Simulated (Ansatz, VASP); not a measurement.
## One calculation of Ba, two programs

INCAR

```
SYSTEM = Ba
  ALGO = Fast
  EDIFF = 1E-6
  ENCUT = 520
  GGA = PE
  ISIF = 2
  ISMEAR = 0
  LASPH = .True.
  LCHARG = .True.
  LELF = .True.
  LREAL = .False.
  LVHAR = .True.
  LWAVE = .False.
  NBANDS = 11
  NELM = 100
  PREC = Accurate
  SIGMA = 0.15
```

File KPOINTS:

```
k-points
0
Gamma
  14 14 14
  0 0 0
```

Contents of POSCAR:

```
Ba
1.0
    0.0000000000      3.0710317527      3.2326650028
    3.0710317527      0.0000000000      3.2326650028
    3.0710317527      3.0710317527      0.0000000000
Ba
1
Direct
    0.0000000000      0.0000000000      0.0000000000
```

Input for Ansatz:

```yaml
crystal:
  lattice:
    - [0.0, 3.0710317527, 3.2326650028]
    - [3.0710317527, 0.0, 3.2326650028]
    - [3.0710317527, 3.0710317527, 0.0]
  atoms:
    - { symbol: Ba, position: [0.0, 0.0, 0.0] }
basis:
  ecutwfc: 420
kpoints:
  mp_grid: { grid: [14, 14, 14] }
hamiltonian:
  xc: pbe
scf:
  occupations: { method: gaussian, width: 0.15 }
output:
  forces: true
  stress: true
  eigenvalues: true
```

Change from the starting cell: strain -0.050 along x and y, +0.000 along z, atoms carried along.

Alike in both runs: task single point; functional PBE; k mesh 14 × 14 × 14; occupations gaussian, width 0.15 eV; no spin polarisation.

|  | VASP | Ansatz |
| --- | --- | --- |
| version | VASP 6.6.1 | Ansatz 0.2.0 |
| potentials or method | VASP PAW PBE potentials, release 64 (Ba_sv), cutoff 520 eV | scalar-relativistic, plane waves, PAW |
| valence electrons in the cell | 10 | 10 |

|  | VASP | Ansatz | Ansatz less VASP |
| --- | --- | --- | --- |
| gap on the k mesh at the Fermi level (eV) | none | none | - |
| pressure (GPa) | 0.5 | 0.4 | -0.06 |
| traceless stress, the component that is largest in VASP (GPa) | -0.13 | -0.13 | +0.001 |

A gap of «none» marks a metal or a gap that the smearing closes.

Neither program's run includes spin-orbit coupling.
